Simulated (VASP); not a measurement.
# AsPb4 (Im-3m) in VASP: a series of runs, part 2 of 2

VASP 6.6.1. Earlier steps stand in the parts before.

### Step 3. Single point, PBE

This run uses another cell than the first one, of 35.15 Å³/atom.

File INCAR:

```
SYSTEM = AsPb4
  PREC = Accurate
  ENCUT = 520
  EDIFF = 1E-7
  ISMEAR = 0
  SIGMA = 0.1
  LREAL = .FALSE.
  LASPH = .TRUE.
  NELM = 80
  ALGO = Fast
  ISIF = 2
  LWAVE = .FALSE.
  LCHARG = .FALSE.
  GGA = PE
  NBANDS = 38
```

File KPOINTS:

```
Automatic mesh
0
G
  4 4 4
  0 0 0
```

File POSCAR:

```
AsPb4
1.0
   -3.5286822245      3.5286822245      3.5286822245
    3.5286822245     -3.5286822245      3.5286822245
    3.5286822245      3.5286822245     -3.5286822245
As Pb
1 4
Direct
    0.0000000000      0.0000000000      0.0000000000
    0.5000000000      0.5000000000      0.5000000000
    0.5000000000      0.0000000000      0.0000000000
    0.0000000000      0.0000000000      0.5000000000
    0.0000000000      0.5000000000      0.0000000000
```

Potentials or basis: VASP PAW PBE potentials, release 64 (As, Pb_d).

On the command line:

```bash
cat potpaw_PBE.64/As/POTCAR potpaw_PBE.64/Pb_d/POTCAR > POTCAR
mpirun -np 1 vasp_std > vasp.out
```

OUTCAR:

```text
SYSTEM = AsPb4
   PREC = Accurate
   ENCUT = 520
   EDIFF = 1E-7
   ISMEAR = 0
   LREAL = .FALSE.
   LASPH = .TRUE.
   NELM = 80
   ISIF = 2
   GGA = PE

 ion  position               nearest neighbor table
   1  0.000  0.000  0.000-   2 3.06   3 3.06   4 3.06   5 3.06   4 3.06   5 3.06   3 3.06   2 3.06

   2  0.500  0.500  0.500-   1 3.06   1 3.06   4 3.53   5 3.53   3 3.53   5 3.53   4 3.53   3 3.53

   3  0.500  0.000  0.000-   1 3.06   1 3.06   4 3.53   5 3.53   2 3.53   2 3.53   4 3.53   5 3.53

   4  0.000  0.000  0.500-   1 3.06   1 3.06   3 3.53   5 3.53   2 3.53   5 3.53   3 3.53   2 3.53

   5  0.000  0.500  0.000-   1 3.06   1 3.06   3 3.53   4 3.53   2 3.53   4 3.53   2 3.53   3 3.53

  LATTYP: Found a body centered cubic cell.
 ALAT       =     7.0573644490

  Lattice vectors:

 A1 = (  -3.5286822245,   3.5286822245,   3.5286822245)
 A2 = (   3.5286822245,  -3.5286822245,   3.5286822245)
 A3 = (   3.5286822245,   3.5286822245,  -3.5286822245)

Analysis of symmetry for initial positions (statically):
=====================================================================
 Subroutine PRICEL returns:
 Original cell was already a primitive cell.

 Routine SETGRP: Setting up the symmetry group for a
 body centered cubic supercell.

 Subroutine GETGRP returns: Found 48 space group operations
 (whereof 48 operations were pure point group operations)
 out of a pool of 48 trial point group operations.

The static configuration has the point symmetry O_h .

Analysis of symmetry for dynamics (positions and initial velocities):
=====================================================================
 Subroutine PRICEL returns:
 Original cell was already a primitive cell.

 Routine SETGRP: Setting up the symmetry group for a
 body centered cubic supercell.

 Subroutine GETGRP returns: Found 48 space group operations
 (whereof 48 operations were pure point group operations)
[... 111 lines left out ...]
     AMIX_MAG =   1.60;   BMIX_MAG =  1.00
  volume/ion in A,a.u.               =      35.15       237.21
  Fermi-wavevector in a.u.,A,eV,Ry     =   1.150497  2.174124 18.009267  1.323644
  Thomas-Fermi vector in A             =   2.287161
   LORBIT       =      0    0 simple, 1 ext, 2 COOP (PROOUT), +10 PAW based schemes
   GGA     = PE    functional components
   LHFCALC =     F    Hartree Fock is set to
   AEXX    =    0.0000 exact exchange contribution
   IVDW    =     0    specifies the selected vdW correction
   LEPSILON=     F    determine dielectric tensor
   LRPA    =     F    only Hartree local field effects (RPA)
 non-spin polarized calculation
 RMM-DIIS sequential band-by-band and
 Gauss-broadening in eV      SIGMA  =   0.10
  energy-cutoff  :      520.00
  volume of cell :      175.75
 maximum number of plane-waves:      4753
 NGX is ok and might be reduce to    48
   NGX = 23   NGY = 23   NGZ = 23

 number of electron      61.0000020 magnetization

 Free energy of the ion-electron system (eV)
  ---------------------------------------------------
  ext. energy  EPLUGINS =         0.00000000
  ---------------------------------------------------
  free energy    TOTEN  =       -17.61612881 eV

  energy without entropy =      -17.56543871  energy(sigma->0) =      -17.59078376

 E-fermi :   4.8719     XC(G=0):  -9.0614

 val. band max:        4.8685577922   @ k =   0.5000   0.5000   0.5000
 cond. band min:       4.8733999731   @ k =   0.5000   0.5000   0.2500
 fundamental gap:      0.0048421810
 Fermi energy:         4.8719493905

 k-point     1 :       0.0000    0.0000    0.0000
  band No.  band energies     occupation
      1     -12.2817      2.00000
      2     -12.2817      2.00000
      3     -12.2706      2.00000
      4     -12.1773      2.00000
      5     -12.1773      2.00000
      6     -12.1662      2.00000
[... 317 lines left out ...]
     37       9.3603      0.00000
     38      10.0657      0.00000

------------------------ aborting loop because EDIFF is reached ----------------------------------------

  FORCE on cell =-STRESS in cart. coord.  units (eV):
  Direction    XX          YY          ZZ          XY          YZ          ZX
  --------------------------------------------------------------------------------------
  -------------------------------------------------------------------------------------
  Total       -0.1354997     -0.1354997     -0.1354997      0.0000000      0.0000000     -0.0000000
  in kB       -1.2352400     -1.2352400     -1.2352400      0.0000000      0.0000000     -0.0000000
  external PRESSURE =      -1.2352400 kB  Pullay stress =       0.0000000 kB

 VOLUME and BASIS-vectors are now :
 -----------------------------------------------------------------------------
  energy-cutoff  :      520.00
  volume of cell :      175.75
      direct lattice vectors                 reciprocal lattice vectors
    -3.528682224  3.528682224  3.528682224     0.000000000  0.141695956  0.141695956
     3.528682224 -3.528682224  3.528682224     0.141695956  0.000000000  0.141695956
     3.528682224  3.528682224 -3.528682224     0.141695956  0.141695956  0.000000000

 POSITION                                       TOTAL-FORCE (eV/Angst)
 -----------------------------------------------------------------------------------
      0.00000      0.00000      0.00000         0.000000      0.000000     -0.000000
      1.76434      1.76434      1.76434         0.000000      0.000000      0.000000
     -1.76434      1.76434      1.76434         0.000000      0.000000     -0.000000
      1.76434      1.76434     -1.76434        -0.000000      0.000000      0.000000
      1.76434     -1.76434      1.76434        -0.000000     -0.000000      0.000000
 -----------------------------------------------------------------------------------
    total drift:                                0.000000      0.000000     -0.000000

  FREE ENERGIE OF THE ION-ELECTRON SYSTEM (eV)
  ---------------------------------------------------
  free  energy   TOTEN  =       -17.6161288104 eV

  energy  without entropy=      -17.5654387144  energy(sigma->0) =      -17.59078376
```

stdout:

```text
POSCAR found type information on POSCAR AsPb
 POSCAR found :  2 types and       5 ions
 scaLAPACK will be used
 LDA part: xc-table for (Slater+PW92), standard interpolation
 POSCAR, INCAR and KPOINTS ok, starting setup
 FFT: planning ... GRIDC
 FFT: planning ... GRID_SOFT
 FFT: planning ... GRID
 WAVECAR not read
 entering main loop
```

Run time: 56 s. Hardware: 1 thread of Intel Xeon 6975P-C (Granite Rapids), shared host; peak memory 0.34 GiB.

What came out:

* Free energy: -17.6161 eV
* Pressure: -0.1 GPa
* Band gap on the k mesh: zero (an odd number of electrons rules out a gap without spin polarisation)

Caveat: spin-orbit coupling is left out, which moves the levels of the heavy elements.
